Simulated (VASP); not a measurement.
Ta2N: single point with PBEsol

Ta2N:

```xyz
3
Lattice="2.9138 0.0678 0.0666 -1.3982 2.7005 -0.0060 0.1049 0.0497 5.0140" Properties=species:S:1:pos:R:3 pbc="T T T"
Ta    1.5737    0.9804    3.7872
Ta    0.0673    1.8326    1.2861
N    -0.0205    0.0050    0.0014
```

```json
{
  "Program": "VASP 6.6.1",
  "Task": "single point",
  "Functional": "PBEsol",
  "Potentials or basis": "VASP PAW PBE potentials, release 64 (Ta_pv, N)",
  "Cutoff": "520 eV",
  "k mesh": "12 × 12 × 8",
  "Occupations": "fermi-dirac, width 0.15 eV",
  "Spin": "no spin polarisation",
  "Dipole correction": "no",
  "Further INCAR settings": "ALGO = Normal; EDIFF = 1e-06; NBANDS = 20"
}
```

```yaml
Pressure: 0.7 GPa
Largest_force: 0.782 eV/Å
Band_gap_on_the_k_mesh: zero (an odd number of electrons rules out a gap without spin polarisation)
```

Forces in eV/Å, atoms in the order of the input:
```
Ta  -0.177  0.262 -0.667
Ta  -0.370 -0.178  0.666
N    0.547 -0.084  0.001
```

Stress tensor (GPa, compression positive):
```
17.51 -3.79 -3.15
-3.79 -9.09 -7.25
-3.15 -7.25 -6.27
```

Levels at points of the mesh, in eV from the Fermi level:
| k point | band 11 | band 12 | band 13 | band 14 | band 15 | band 16 |
| --- | --- | --- | --- | --- | --- | --- |
| (0.00, 0.00, 0.00) | -4.99 | -1.23 | -0.96 | 0.23 | 0.38 | 0.69 |
| (0.50, 0.00, 0.00) | -4.63 | -2.32 | -1.44 | 0.90 | 2.16 | 3.79 |
| (0.00, 0.50, 0.00) | -4.61 | -2.63 | -1.24 | 0.98 | 2.56 | 3.89 |
| (0.50, 0.50, 0.00) | -4.60 | -2.26 | -0.77 | 1.55 | 2.45 | 3.45 |
| (0.00, 0.00, 0.50) | -3.20 | -2.82 | -1.67 | -0.10 | 1.32 | 1.41 |
| (0.50, 0.00, 0.50) | -3.58 | -2.08 | -1.72 | -0.58 | 1.16 | 2.96 |
| (0.00, 0.50, 0.50) | -3.63 | -2.39 | -2.00 | -0.48 | 1.52 | 3.28 |
| (0.50, 0.50, 0.50) | -3.42 | -1.82 | -1.77 | -0.07 | 0.56 | 3.59 |

Run time: 5.2 min on 1 thread of Intel(R) Xeon(R) Platinum 8124M CPU @ 3.00GHz (Skylake/Cascade Lake) (shared host), peak memory 0.5 GiB.

Caveat: the PAW data sets were made with another functional, which shifts forces and pressure a little; spin-orbit coupling is left out, which moves the levels of the heavy elements.
